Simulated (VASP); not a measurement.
# MgF2 (P4_2/mnm) in VASP: settings compared

Aim: see how the results for MgF2 move with the level of theory and the settings. Levels: PBE, r2SCAN. Tasks: single point.

Program: VASP 6.6.1. These are calculated values, not measurements. Logs are shortened: lines on timing, memory, paths and dates and some standing lists are left out, and cuts for length are marked.

## 1. The cell of the first run

The structure is tetragonal, space group P4_2/mnm (No. 136). Conventional cell: a = 4.615 Å, b = 4.615 Å, c = 3.048 Å, α = 90.00°, β = 90.00°, γ = 90.00°. Mg (site symmetry mmm) has 6 F at 1.98 to 1.99 Å within 2.6 Å. Within 2.6 Å of F (site symmetry m2m) lie 3 Mg at 1.98 to 1.99 Å and 1 F at 2.57 Å.

## 2. Single point, PBE

INCAR

```
SYSTEM = MgF2
  PREC = Accurate
  ENCUT = 600
  EDIFF = 1E-6
  ISMEAR = -1
  SIGMA = 0.01
  LREAL = .FALSE.
  LASPH = .TRUE.
  NELM = 120
  ALGO = Normal
  ISIF = 2
  LWAVE = .FALSE.
  LCHARG = .FALSE.
  GGA = PE
  NBANDS = 25
  GGA_COMPAT = .FALSE.
```

KPOINTS

```
regular mesh
0
G
  7 7 11
  0 0 0
```

POSCAR

```
MgF2
1.0
    4.6151966100      0.0000000000      0.0000000000
    0.0000000000      4.6151966100      0.0000000000
    0.0000000000      0.0000000000      3.0477835100
Mg F
2 4
Direct
    0.5000000000      0.5000000000      0.5000000000
    0.0000000000      0.0000000000      0.0000000000
    0.6970798600      0.6970798600      0.0000000000
    0.8029201400      0.1970798600      0.5000000000
    0.3029201400      0.3029201400      0.0000000000
    0.1970798600      0.8029201400      0.5000000000
```

Potentials or basis: VASP PAW PBE potentials, release 64 (Mg, F).

Command:

```
cat potpaw_PBE.64/Mg/POTCAR potpaw_PBE.64/F/POTCAR > POTCAR
mpirun -np 1 vasp_std > vasp.out
```

OUTCAR:

```text
SYSTEM = MgF2
   PREC = Accurate
   ENCUT = 600
   EDIFF = 1E-6
   ISMEAR = -1
   LREAL = .FALSE.
   LASPH = .TRUE.
   NELM = 120
   ISIF = 2
   GGA = PE

 ion  position               nearest neighbor table
   1  0.500  0.500  0.500-   4 1.98   6 1.98   5 1.99   3 1.99   3 1.99   5 1.99   2 3.60   2 3.60
                             2 3.60   2 3.60   2 3.60   2 3.60   2 3.60   2 3.60
   2  0.000  0.000  0.000-   3 1.98   5 1.98   4 1.99   6 1.99   4 1.99   6 1.99   1 3.60   1 3.60
                             1 3.60   1 3.60   1 3.60   1 3.60   1 3.60   1 3.60
   3  0.697  0.697  0.000-   2 1.98   1 1.99   1 1.99
   4  0.803  0.197  0.500-   1 1.98   2 1.99   2 1.99
   5  0.303  0.303  0.000-   2 1.98   1 1.99   1 1.99
   6  0.197  0.803  0.500-   1 1.98   2 1.99   2 1.99

  LATTYP: Found a simple tetragonal cell.
 ALAT       =     4.6151966100
 C/A-ratio  =     0.6603799941

  Lattice vectors:

 A1 = (   4.6151966100,   0.0000000000,   0.0000000000)
 A2 = (   0.0000000000,   4.6151966100,   0.0000000000)
 A3 = (   0.0000000000,   0.0000000000,   3.0477835100)

Analysis of symmetry for initial positions (statically):
=====================================================================
 Subroutine PRICEL returns:
 Original cell was already a primitive cell.

 Routine SETGRP: Setting up the symmetry group for a
 simple tetragonal supercell.

 Subroutine GETGRP returns: Found 16 space group operations
 (whereof  8 operations were pure point group operations)
 out of a pool of 16 trial point group operations.

The static configuration has the point symmetry D_2h.
 The point group associated with its full space group is D_4h.

Analysis of symmetry for dynamics (positions and initial velocities):
=====================================================================
 Subroutine PRICEL returns:
 Original cell was already a primitive cell.

 Routine SETGRP: Setting up the symmetry group for a
 simple tetragonal supercell.

 Subroutine GETGRP returns: Found 16 space group operations
 (whereof  8 operations were pure point group operations)
 out of a pool of 16 trial point group operations.

The dynamic configuration has the point symmetry D_2h.
 The point group associated with its full space group is D_4h.

 Subroutine INISYM returns: Found 16 space group operations
 (whereof  8 operations are pure point group operations),
 and found     1 'primitive' translations

----------------------------------------------------------------------------------------
[... 104 lines left out ...]
   NSW    =      0    number of steps for IOM
   IBRION =     -1    ionic relax: 0-MD 1-quasi-New 2-CG
   NFREE  =      0    steps in history (QN), initial steepest desc. (CG)
   ISIF   =      2    stress and relaxation
   ISYM   =      2    0-nonsym 1-usesym 2-fastsym
   POTIM  = 0.5000    time-step for ionic-motion
   TEBEG  =    0.0;   TEEND  =   0.0 temperature during run
   PSTRESS=    0.0 pullay stress
   NELECT =      32.0000    total number of electrons
   NUPDOWN=      -1.0000    fix difference up-down
   EMIN   =  10.00;   EMAX   =-10.00  energy-range for DOS
   EFERMI =   0.00;   METHOD = LEGACY
   ISMEAR =    -1;   SIGMA  =   0.01  broadening in eV -4-tet -1-fermi 0-gaus
   EFERMI_NEDOS =   21; number of points for ismear=-14 and -15
   IALGO  =     38    algorithm
   IMIX   =      4    mixing-type and parameters
     AMIX     =   0.40;   BMIX     =  1.00
     AMIX_MAG =   1.60;   BMIX_MAG =  1.00
  volume/ion in A,a.u.               =      10.82        73.01
  Fermi-wavevector in a.u.,A,eV,Ry     =   1.293213  2.443818 22.754373  1.672399
  Thomas-Fermi vector in A             =   2.424872
   LORBIT       =      0    0 simple, 1 ext, 2 COOP (PROOUT), +10 PAW based schemes
   GGA     = PE    functional components
   LHFCALC =     F    Hartree Fock is set to
   AEXX    =    0.0000 exact exchange contribution
   IVDW    =     0    specifies the selected vdW correction
   LEPSILON=     F    determine dielectric tensor
   LRPA    =     F    only Hartree local field effects (RPA)
 non-spin polarized calculation
  energy-cutoff  :      600.00
  volume of cell :       64.92
 maximum number of plane-waves:      2186
 NGX is ok and might be reduce to    40
   NGX = 19   NGY = 19   NGZ = 13

 number of electron      32.0000022 magnetization

 Free energy of the ion-electron system (eV)
  ---------------------------------------------------
  ext. energy  EPLUGINS =         0.00000000
  ---------------------------------------------------
  free energy    TOTEN  =       -31.51127590 eV

  energy without entropy =      -31.51127590  energy(sigma->0) =      -31.51127590

 E-fermi :  -0.9127     XC(G=0):  -9.7572

 val. band max:       -1.1781113318   @ k =   0.0000   0.0000   0.0000
 cond. band min:       5.9559445362   @ k =   0.0000   0.0000   0.0000
 fundamental gap:      7.1340558679
 Fermi energy:        -0.9126851282

 k-point     1 :       0.0000    0.0000    0.0000
  band No.  band energies     occupation
      1     -21.9456      2.00000
      2     -21.1326      2.00000
      3     -21.1326      2.00000
      4     -21.0389      2.00000
      5      -5.2721      2.00000
      6      -3.6971      2.00000
[... 661 lines left out ...]
     24      15.8725      0.00000
     25      16.4241      0.00000

 [... further k-points ...]

------------------------ aborting loop because EDIFF is reached ----------------------------------------

  FORCE on cell =-STRESS in cart. coord.  units (eV):
  Direction    XX          YY          ZZ          XY          YZ          ZX
  --------------------------------------------------------------------------------------
  -------------------------------------------------------------------------------------
  Total        1.6387689      1.6387689      1.7137371     -0.0000000      0.0000000      0.0000000
  in kB       40.4448991     40.4448991     42.2951185     -0.0000000      0.0000000      0.0000000
  external PRESSURE =      41.0616389 kB  Pullay stress =       0.0000000 kB

 VOLUME and BASIS-vectors are now :
 -----------------------------------------------------------------------------
  energy-cutoff  :      600.00
  volume of cell :       64.92
      direct lattice vectors                 reciprocal lattice vectors
     4.615196610  0.000000000  0.000000000     0.216675493  0.000000000  0.000000000
     0.000000000  4.615196610  0.000000000     0.000000000  0.216675493  0.000000000
     0.000000000  0.000000000  3.047783510     0.000000000  0.000000000  0.328107294

 POSITION                                       TOTAL-FORCE (eV/Angst)
 -----------------------------------------------------------------------------------
      2.30760      2.30760      1.52389         0.000000      0.000000      0.000000
      0.00000      0.00000      0.00000         0.000000      0.000000      0.000000
      3.21716      3.21716      0.00000         0.015806      0.015806     -0.000000
      3.70563      0.90956      1.52389        -0.015806      0.015806      0.000000
      1.39804      1.39804      0.00000        -0.015806     -0.015806      0.000000
      0.90956      3.70563      1.52389         0.015806     -0.015806      0.000000
 -----------------------------------------------------------------------------------
    total drift:                                0.000000      0.000000      0.000000

  FREE ENERGIE OF THE ION-ELECTRON SYSTEM (eV)
  ---------------------------------------------------
  free  energy   TOTEN  =       -31.5112758977 eV

  energy  without entropy=      -31.5112758977  energy(sigma->0) =      -31.51127590
```

OSZICAR:

```text
N       E                     dE             d eps       ncg     rms          rms(c)
DAV:   1     0.184657736440E+03    0.18466E+03   -0.19333E+04  3152   0.135E+03
DAV:   2    -0.249970138661E+02   -0.20965E+03   -0.20270E+03  3634   0.304E+02
DAV:   3    -0.340398564902E+02   -0.90428E+01   -0.90199E+01  3827   0.606E+01
DAV:   4    -0.340889628417E+02   -0.49106E-01   -0.49102E-01  3285   0.511E+00
DAV:   5    -0.340892112204E+02   -0.24838E-03   -0.24837E-03  3807   0.355E-01    0.101E+01
DAV:   6    -0.314612294551E+02    0.26280E+01   -0.80951E+00  3387   0.206E+01    0.298E+00
DAV:   7    -0.314808945730E+02   -0.19665E-01   -0.90594E-02  3240   0.196E+00    0.191E+00
DAV:   8    -0.315106442595E+02   -0.29750E-01   -0.57492E-02  3139   0.234E+00    0.210E-01
DAV:   9    -0.315107436987E+02   -0.99439E-04   -0.11458E-03  3924   0.241E-01    0.827E-02
DAV:  10    -0.315112763916E+02   -0.53269E-03   -0.51100E-04  3114   0.160E-01    0.192E-02
DAV:  11    -0.315112753478E+02    0.10439E-05   -0.89286E-06  3877   0.257E-02    0.396E-03
DAV:  12    -0.315112758977E+02   -0.54995E-06   -0.12038E-06  2473   0.886E-03
   1 F= -.31511276E+02 E0= -.31511276E+02  d E =-.325735E-14
```

Run time: 63 s. Hardware: 1 thread of Oxide Virtual Turin-like, shared host; peak memory 0.21 GiB.

What came out:

```yaml
Free_energy: -31.5113 eV
Pressure: 4.1 GPa
Largest_force: 0.022 eV/Å
Band_gap_on_the_k_mesh: 7.13 eV
```

Forces in eV/Å, atoms in the order of the input:
```
Mg   0.000  0.000  0.000
Mg   0.000  0.000  0.000
F    0.016  0.016  0.000
F   -0.016  0.016  0.000
F   -0.016 -0.016  0.000
F    0.016 -0.016  0.000
```

Caveat: the cell stands under pressure.

## 3. Single point, r2SCAN

POSCAR is that of step 2.

INCAR.step1

```
ALGO = Normal
EDIFF = 1E-5
ENCUT = 660
GGA = PE
GGA_COMPAT = False
ISMEAR = -1
LASPH = True
LCHARG = False
LREAL = False
LWAVE = True
NBANDS = 25
NELM = 120
PREC = Accurate
SIGMA = 0.01
```

INCAR.step2

```
ALGO = Normal
EDIFF = 1E-6
ENCUT = 660
GGA_COMPAT = False
ISIF = 2
ISMEAR = -1
ISTART = 1
LASPH = True
LCHARG = False
LMIXTAU = True
LREAL = False
LWAVE = False
METAGGA = R2SCAN
NBANDS = 25
NELM = 120
PREC = Accurate
SIGMA = 0.01
```

KPOINTS

```
k-points
0
Gamma
  7 7 11
```

Potentials or basis: VASP PAW PBE potentials, release 64 (Mg, F).

Command:

```
cat potpaw_PBE.64/Mg/POTCAR potpaw_PBE.64/F/POTCAR > POTCAR
cp INCAR.step1 INCAR
mpirun -np 1 vasp_std > vasp.out
cp INCAR.step2 INCAR
mpirun -np 1 vasp_std > vasp.out
```

Run time: 6.3 min. Hardware: 1 thread of Oxide Virtual Turin-like, shared host; peak memory 0.25 GiB.

Results (log left out):

```yaml
Free_energy: -43.8593 eV
Pressure: -1.2 GPa
Largest_force: 0.009 eV/Å
Band_gap_on_the_k_mesh: 8.05 eV
```

Forces in eV/Å, atoms in the order of the input:
```
Mg   0.000  0.000  0.000
Mg   0.000  0.000  0.000
F   -0.007 -0.007  0.000
F    0.007 -0.007  0.000
F    0.007  0.007  0.000
F   -0.007  0.007  0.000
```

Stress tensor (GPa, compression positive):
```
-1.10  0.00  0.00
 0.00 -1.10  0.00
 0.00  0.00 -1.48
```

Levels at points of the mesh, in eV from the valence-band top:
| k point | band 14 | band 15 | band 16 | band 17 | band 18 | band 19 |
| --- | --- | --- | --- | --- | --- | --- |
| (0.00, 0.00, 0.00) | -0.32 | -0.32 | 0.00 | 8.05 | 13.28 | 13.28 |

Caveat: the PAW data sets were made with another functional, which shifts forces and pressure a little. A k mesh can miss the band edges.
